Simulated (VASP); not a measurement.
# Gd (Fm-3m) in VASP: notebook

The runs below take Gd through single point, with PBEsol+D4.

Everything below comes from runs of VASP 6.6.1. Logs are shortened: lines on timing, memory, paths and dates and some standing lists are left out, and cuts for length are marked.

## (1) The cell of the first run

It takes space group Fm-3m (No. 225, cubic). Conventional cell: a = 5.172 Å, b = 5.172 Å, c = 5.172 Å, α = 90.00°, β = 90.00°, γ = 90.00°. Within 4.8 Å of Gd (site symmetry m-3m) lie 12 Gd at 3.66 Å.

This isn't the form of Gd at room conditions, which is hcp.

## (2) Single point, PBEsol+D4, collinear spin, ferromagnetic start

Contents of INCAR:

```
PREC = Accurate
ENCUT = 520
EDIFF = 1E-6
ISMEAR = 0
SIGMA = 0.25
LREAL = False
LASPH = True
NELM = 150
ALGO = Normal
ISIF = 2
LWAVE = False
LCHARG = False
ISPIN = 2
MAGMOM = 7
LORBIT = 11
LMAXMIX = 6
GGA = PS
IVDW = 13
NBANDS = 19
```

Contents of KPOINTS:

```
Automatic mesh
0
Gamma
  7 7 7
```

Contents of POSCAR:

```
Gd
1.0
    0.0000000000      2.5858190900      2.5858190900
    2.5858190900      0.0000000000      2.5858190900
    2.5858190900      2.5858190900      0.0000000000
Gd
1
Direct
    0.0000000000      0.0000000000      0.0000000000
```

Potentials or basis: VASP PAW PBE potentials, release 64 (Gd).

Command:

```console
$ cat potpaw_PBE.64/Gd/POTCAR > POTCAR
$ mpirun -np 1 vasp_std > vasp.out
```

OUTCAR:

```text
PREC = Accurate
   ENCUT = 520
   EDIFF = 1E-6
   ISMEAR = 0
   LREAL = False
   LASPH = True
   NELM = 150
   ISIF = 2
   ISPIN = 2
   LORBIT = 11
   GGA = PS
   IVDW = 13

 ion  position               nearest neighbor table
   1  0.000  0.000  0.000-

  LATTYP: Found a face centered cubic cell.
 ALAT       =     5.1716381800

  Lattice vectors:

 A1 = (   0.0000000000,   2.5858190900,   2.5858190900)
 A2 = (   2.5858190900,   0.0000000000,   2.5858190900)
 A3 = (   2.5858190900,   2.5858190900,   0.0000000000)

Analysis of symmetry for initial positions (statically):
=====================================================================
 Subroutine PRICEL returns:
 Original cell was already a primitive cell.

 Routine SETGRP: Setting up the symmetry group for a
 face centered cubic supercell.

 Subroutine GETGRP returns: Found 48 space group operations
 (whereof 48 operations were pure point group operations)
 out of a pool of 48 trial point group operations.

The static configuration has the point symmetry O_h .

Analysis of symmetry for dynamics (positions and initial velocities):
=====================================================================
 Subroutine PRICEL returns:
 Original cell was already a primitive cell.

 Routine SETGRP: Setting up the symmetry group for a
 face centered cubic supercell.

 Subroutine GETGRP returns: Found 48 space group operations
 (whereof 48 operations were pure point group operations)
 out of a pool of 48 trial point group operations.

The dynamic configuration has the point symmetry O_h .

Analysis of structural, dynamic, and magnetic symmetry:
=====================================================================
 Subroutine PRICEL returns:
 Original cell was already a primitive cell.

 Routine SETGRP: Setting up the symmetry group for a
 face centered cubic supercell.

 Subroutine GETGRP returns: Found 48 space group operations
 (whereof 48 operations were pure point group operations)
 out of a pool of 48 trial point group operations.

The overall configuration has the point symmetry O_h .

 Subroutine INISYM returns: Found 48 space group operations
 (whereof 48 operations are pure point group operations),
 and found     1 'primitive' translations

----------------------------------------------------------------------------------------

                                     Primitive cell

  volume of cell :      34.5800

  direct lattice vectors                    reciprocal lattice vectors
     0.000000000  2.585819090  2.585819090    -0.193362328  0.193362328  0.193362328
     2.585819090  0.000000000  2.585819090     0.193362328 -0.193362328  0.193362328
     2.585819090  2.585819090  0.000000000     0.193362328  0.193362328 -0.193362328

  length of vectors
     3.656900427  3.656900427  3.656900427     0.334913377  0.334913377  0.334913377

  position of ions in fractional coordinates (direct lattice)
     0.000000000  0.000000000  0.000000000

  ion indices of the primitive-cell ions
   primitive index   ion index
                 1           1

----------------------------------------------------------------------------------------

 KPOINTS: Automatic mesh

Automatic generation of k-mesh.
 Grid dimensions read from file:
 generate k-points for:    7    7    7

 Generating k-lattice:

  Cartesian coordinates                     Fractional coordinates (reciprocal lattice)
    -0.027623190  0.027623190  0.027623190     0.142857143  0.000000000  0.000000000
     0.027623190 -0.027623190  0.027623190     0.000000000  0.142857143  0.000000000
     0.027623190  0.027623190 -0.027623190     0.000000000  0.000000000  0.142857143

  Length of vectors
     0.047844768  0.047844768  0.047844768

  Shift w.r.t. Gamma in fractional coordinates (k-lattice)
     0.000000000  0.000000000  0.000000000

 Subroutine IBZKPT returns following result:
 ===========================================

 Found     20 irreducible k-points:

 Following reciprocal coordinates:
            Coordinates               Weight
  0.000000  0.000000  0.000000      1.000000
  0.142857  0.000000  0.000000      8.000000
  0.285714  0.000000  0.000000      8.000000
  0.428571  0.000000  0.000000      8.000000
  0.142857  0.142857  0.000000      6.000000
  0.285714  0.142857  0.000000     24.000000
[... 12 lines left out ...]
 -0.428571  0.428571  0.142857     24.000000
 -0.285714  0.428571  0.142857     24.000000
   k-points           NKPTS =     20   k-points in BZ     NKDIM =     20   number of bands    NBANDS=     19
   number of dos      NEDOS =    301   number of ions     NIONS =      1
   total plane-waves  NPLWV =  21952
   dimension x,y,z NGX =    28 NGY =   28 NGZ =   28
   dimension x,y,z NGXF=    56 NGYF=   56 NGZF=   56
   ions per type =               1
   NGX,Y,Z   is equivalent  to a cutoff of  12.73, 12.73, 12.73 a.u.
   NGXF,Y,Z  is equivalent  to a cutoff of  25.46, 25.46, 25.46 a.u.
 SYSTEM =  unknown system
   PREC   = accura    normal or accurate (medium, high low for compatibility)
   ISTART =      0    job   : 0-new  1-cont  2-samecut
   ICHARG =      2    charge: 1-file 2-atom 10-const
   ISPIN  =      2    spin polarized calculation?
   LNONCOLLINEAR =      F non collinear calculations
   LSORBIT =      F    spin-orbit coupling
   LASPH  =      T    aspherical Exc in radial PAW
   ENCUT  =  520.0 eV  38.22 Ry    6.18 a.u.   6.80  6.80  6.80*2*pi/ulx,y,z
   NELM   =    150;   NELMIN=  2; NELMDL= -5     # of ELM steps
   EDIFF  = 0.1E-05   stopping-criterion for ELM
   LREAL  =      F    real-space projection
   EDIFFG = 0.1E-04   stopping-criterion for IOM
   NSW    =      0    number of steps for IOM
   IBRION =     -1    ionic relax: 0-MD 1-quasi-New 2-CG
   NFREE  =      0    steps in history (QN), initial steepest desc. (CG)
   ISIF   =      2    stress and relaxation
   ISYM   =      2    0-nonsym 1-usesym 2-fastsym
   POTIM  = 0.5000    time-step for ionic-motion
   TEBEG  =    0.0;   TEEND  =   0.0 temperature during run
   PSTRESS=    0.0 pullay stress
   NELECT =      18.0000    total number of electrons
   NUPDOWN=      -1.0000    fix difference up-down
   EMIN   =  10.00;   EMAX   =-10.00  energy-range for DOS
   EFERMI =   0.00;   METHOD = LEGACY
   ISMEAR =     0;   SIGMA  =   0.25  broadening in eV -4-tet -1-fermi 0-gaus
   EFERMI_NEDOS =   21; number of points for ismear=-14 and -15
   IALGO  =     38    algorithm
   IMIX   =      4    mixing-type and parameters
     AMIX     =   0.40;   BMIX     =  1.00
     AMIX_MAG =   1.60;   BMIX_MAG =  1.00
  volume/ion in A,a.u.               =      34.58       233.36
  Fermi-wavevector in a.u.,A,eV,Ry     =   1.316914  2.488607 23.596086  1.734263
  Thomas-Fermi vector in A             =   2.446993
   LORBIT       =     11    0 simple, 1 ext, 2 COOP (PROOUT), +10 PAW based schemes
   GGA     = PS    functional components
   LHFCALC =     F    Hartree Fock is set to
   AEXX    =    0.0000 exact exchange contribution
   IVDW    =    13    specifies the selected vdW correction
   LEPSILON=     F    determine dielectric tensor
   LRPA    =     F    only Hartree local field effects (RPA)
 spin polarized calculation
 Gauss-broadening in eV      SIGMA  =   0.25
  energy-cutoff  :      520.00
  volume of cell :       34.58
 maximum number of plane-waves:       950
   NGX = 13   NGY = 13   NGZ = 13

 number of electron      18.0000002 magnetization       7.3966083

 Free energy of the ion-electron system (eV)
  ---------------------------------------------------
  ext. energy  EPLUGINS =         0.00000000
  ---------------------------------------------------
  free energy    TOTEN  =       -11.99453191 eV

  energy without entropy =      -11.91635485  energy(sigma->0) =      -11.95544338

 E-fermi :   2.6724     XC(G=0):  -9.9157

 val. band max:        2.6577071286   @ k =   0.2857   0.2857   0.0000
 cond. band min:       2.7408716906   @ k =   0.2857   0.1429   0.0000
 fundamental gap:      0.0831645620
 Fermi energy:         2.6724450612

 spin component 1

 k-point     1 :       0.0000    0.0000    0.0000
  band No.  band energies     occupation
      1     -42.5573      1.00000
      2     -19.6455      1.00000
      3     -19.6455      1.00000
      4     -19.6455      1.00000
      5      -2.3218      1.00000
      6      -2.0577      1.00000
[... 11 lines left out ...]
     18      11.5713      0.00000
     19      14.7777      0.00000

 k-point     2 :       0.1429    0.0000    0.0000
  band No.  band energies     occupation
      1     -42.5477      1.00000
      2     -19.7660      1.00000
      3     -19.6609      1.00000
      4     -19.6609      1.00000
      5      -2.0447      1.00000
      6      -2.0102      1.00000
[... 11 lines left out ...]
     18      12.4721      0.00000
     19      13.2593      0.00000

 k-point     3 :       0.2857    0.0000    0.0000
  band No.  band energies     occupation
      1     -42.5259      1.00000
      2     -20.0265      1.00000
      3     -19.6956      1.00000
      4     -19.6956      1.00000
      5      -2.0388      1.00000
      6      -1.9912      1.00000
[... 11 lines left out ...]
     18      11.2583      0.00000
     19      13.9653      0.00000

 k-point     4 :       0.4286    0.0000    0.0000
  band No.  band energies     occupation
      1     -42.5084      1.00000
      2     -20.2258      1.00000
      3     -19.7230      1.00000
      4     -19.7230      1.00000
      5      -2.0494      1.00000
      6      -2.0190      1.00000
[... 307 lines left out ...]
      6      -2.0126      1.00000
[... 11 lines left out ...]
     18      10.0616      0.00000
     19      13.2090      0.00000

 k-point    19 :      -0.4286    0.4286    0.1429
  band No.  band energies     occupation
      1     -42.4916      1.00000
      2     -20.1441      1.00000
      3     -19.9215      1.00000
      4     -19.8517      1.00000
      5      -2.0208      1.00000
      6      -2.0020      1.00000
[... 11 lines left out ...]
     18      10.2647      0.00000
     19      11.2073      0.00000

 k-point    20 :      -0.2857    0.4286    0.1429
  band No.  band energies     occupation
      1     -42.4901      1.00000
      2     -20.0687      1.00000
      3     -20.0320      1.00000
      4     -19.8419      1.00000
      5      -2.0269      1.00000
      6      -2.0114      1.00000
[... 11 lines left out ...]
     18      10.5500      0.00000
     19      11.3180      0.00000
 Fermi energy:         2.6724450612

 spin component 2

 k-point     1 :       0.0000    0.0000    0.0000
  band No.  band energies     occupation
      1     -39.3997      1.00000
      2     -17.2939      1.00000
      3     -17.2939      1.00000
      4     -17.2939      1.00000
      5      -1.6048      1.00000
      6       2.9846      0.03872
[... 11 lines left out ...]
     18      12.4939      0.00000
     19      15.4887      0.00000

 k-point     2 :       0.1429    0.0000    0.0000
  band No.  band energies     occupation
      1     -39.3874      1.00000
      2     -17.4449      1.00000
      3     -17.3126      1.00000
      4     -17.3126      1.00000
      5      -1.0720      1.00000
      6       2.9544      0.05539
[... 11 lines left out ...]
     18      13.3105      0.00000
     19      14.0478      0.00000

 k-point     3 :       0.2857    0.0000    0.0000
  band No.  band energies     occupation
      1     -39.3595      1.00000
      2     -17.7675      1.00000
      3     -17.3543      1.00000
      4     -17.3543      1.00000
      5       0.1579      1.00000
      6       2.9512      0.05741
[... 11 lines left out ...]
     18      12.0506      0.00000
     19      15.1947      0.00000

 k-point     4 :       0.4286    0.0000    0.0000
  band No.  band energies     occupation
      1     -39.3371      1.00000
      2     -18.0112      1.00000
      3     -17.3873      1.00000
      4     -17.3872      1.00000
      5       0.9830      1.00000
      6       3.0201      0.02463
[... 319 lines left out ...]
     18      11.2744      0.00000
     19      14.4161      0.00000

 k-point    19 :      -0.4286    0.4286    0.1429
  band No.  band energies     occupation
      1     -39.3156      1.00000
      2     -17.9076      1.00000
      3     -17.6326      1.00000
      4     -17.5467      1.00000
      5       1.7966      1.00000
      6       2.6277      0.59988
[... 11 lines left out ...]
     18      11.4593      0.00000
     19      12.3015      0.00000

 k-point    20 :      -0.2857    0.4286    0.1429
  band No.  band energies     occupation
      1     -39.3137      1.00000
      2     -17.8145      1.00000
      3     -17.7701      1.00000
      4     -17.5345      1.00000
      5       2.2724      0.98817
      6       2.8832      0.11657
[... 11 lines left out ...]
     18      11.8040      0.00000
     19      12.5515      0.00000

------------------------ aborting loop because EDIFF is reached ----------------------------------------

  DFT-D4 for vdW energy calculation

  Edisp (eV):   -0.16176

  FORCE on cell =-STRESS in cart. coord.  units (eV):
  Direction    XX          YY          ZZ          XY          YZ          ZX
  --------------------------------------------------------------------------------------
  -------------------------------------------------------------------------------------
  Total      -0.87632    -0.87632    -0.87632    -0.00000     0.00000    -0.00000
  in kB     -40.60213   -40.60213   -40.60213    -0.00000     0.00000    -0.00000
  external pressure =      -40.60 kB  Pullay stress =        0.00 kB

 VOLUME and BASIS-vectors are now :
 -----------------------------------------------------------------------------
  energy-cutoff  :      520.00
  volume of cell :       34.58
      direct lattice vectors                 reciprocal lattice vectors
     0.000000000  2.585819090  2.585819090    -0.193362328  0.193362328  0.193362328
     2.585819090  0.000000000  2.585819090     0.193362328 -0.193362328  0.193362328
     2.585819090  2.585819090  0.000000000     0.193362328  0.193362328 -0.193362328

 POSITION                                       TOTAL-FORCE (eV/Angst)
 -----------------------------------------------------------------------------------
      0.00000      0.00000      0.00000         0.000000     -0.000000      0.000000
 -----------------------------------------------------------------------------------
    total drift:                               -0.000000     -0.000000     -0.000000

  FREE ENERGIE OF THE ION-ELECTRON SYSTEM (eV)
  ---------------------------------------------------
  free  energy   TOTEN  =       -12.1562891087 eV

  energy  without entropy=      -12.0781120505  energy(sigma->0) =      -12.11720058

 total charge

# of ion       s       p       d       f       tot
--------------------------------------------------
    1        2.070   5.544   0.546   7.016  15.176

 magnetization (x)

# of ion       s       p       d       f       tot
--------------------------------------------------
    1        0.002  -0.052   0.165   6.779   6.894
```

Run time: 1.7 min. Hardware: 1 thread of Intel Xeon 8259CL, shared host; peak memory 0.19 GiB.

What came out:

* Free energy: -12.1563 eV
* Pressure: -4.1 GPa
* Net moment: 7.40 μB per cell
* Site moments: Gd +6.89 μB
* Valence electrons inside the program's atomic spheres: Gd 15.18
* Dispersion energy per atom: -0.162 eV

Caveat: the cell stands under tension; the PAW data sets were made with another functional, which shifts forces and pressure a little; spin-orbit coupling is left out, which moves the levels of the heavy elements; semilocal functionals describe open f shells poorly, which spoils levels, moments and volumes. The state reached can hang on the start; a lower one may exist.

## (3) Single point, PBEsol+D4, collinear spin, ferromagnetic start

Contents of INCAR:

```
ALGO = Normal
EDIFF = 1E-6
ENCUT = 520
GGA = PS
ISIF = 2
ISMEAR = 0
ISPIN = 2
IVDW = 13
LASPH = True
LCHARG = False
LMAXMIX = 6
LORBIT = 11
LREAL = False
LWAVE = False
MAGMOM = 7
NBANDS = 19
NELM = 150
PREC = Accurate
SIGMA = 0.15
```

Contents of KPOINTS:

```
k-points
0
Gamma
  7 7 7
```

POSCAR is that of step 2.

Potentials or basis: VASP PAW PBE potentials, release 64 (Gd).

Command:

```console
$ cat potpaw_PBE.64/Gd/POTCAR > POTCAR
$ mpirun -np 1 vasp_std > vasp.out
```

Wall time 1.9 min (1 thread of Intel Xeon 8259CL, shared host); peak memory 0.19 GiB.

Results (log left out):

| Property | Result |
| --- | --- |
| Free energy | -12.1304 eV |
| Pressure | -4.4 GPa |
| Net moment | 7.36 μB per cell |
| Site moments | Gd +6.89 μB |
| Valence electrons inside the program's atomic spheres | Gd 15.17 |
| Dispersion energy per atom | -0.162 eV |

Levels at points of the mesh, in eV from the Fermi level:
Spin up:
```csv
k point,band 11,band 12,band 13,band 14,band 15,band 16
"(0.00, 0.00, 0.00)",-4.67,-4.67,1.32,1.32,1.32,3.45
```
Spin down:
| k point | band 1 | band 2 | band 3 | band 4 | band 5 | band 6 | band 7 | band 8 | band 9 | band 10 |
| --- | --- | --- | --- | --- | --- | --- | --- | --- | --- | --- |
| (0.00, 0.00, 0.00) | -42.12 | -20.02 | -20.02 | -20.02 | -4.32 | 0.24 | 0.43 | 0.43 | 0.43 | 0.67 |

Caveat: the cell stands under tension; the PAW data sets were made with another functional, which shifts forces and pressure a little; spin-orbit coupling is left out, which moves the levels of the heavy elements; semilocal functionals describe open f shells poorly, which spoils levels, moments and volumes.
